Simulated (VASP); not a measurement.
C, 4 atoms in the cell. It takes space group Cmme (No. 67, orthorhombic). The conventional cell has a = 2.456 Å, b = 4.254 Å, c = 7.173 Å, α = 90.00°, β = 90.00°, γ = 90.00°. C (site symmetry m) has 3 C at 1.42 Å within 1.9 Å. 

```yaml
Program: VASP 6.6.1
Task: single point
Functional: LDA
Potentials_or_basis: VASP PAW LDA potentials, release 64 (C)
Cutoff: 520 eV
k_mesh: 10 × 10 × 3
Occupations: fermi-dirac, width 0.1 eV
Spin: no spin polarisation
Dipole_correction: no
Further_INCAR_settings: ALGO = Normal; EDIFF = 1e-07; NBANDS = 16
```

Potentials or basis: VASP PAW LDA potentials, release 64 (C).

Run with:

```console
$ cat potpaw_LDA.64/C/POTCAR > POTCAR
$ mpirun -np 1 vasp_std > vasp.out
```

Hardware: 1 thread of Intel(R) Xeon(R) 6975P-C (Granite Rapids), on a shared host.

Problem. How long does it take, and how much memory?

Solution. It took 12 s on 1 thread of Intel(R) Xeon(R) 6975P-C (Granite Rapids), on a shared host, peak memory 0.14 GiB. Counts: scf iterations 12, k points 62.
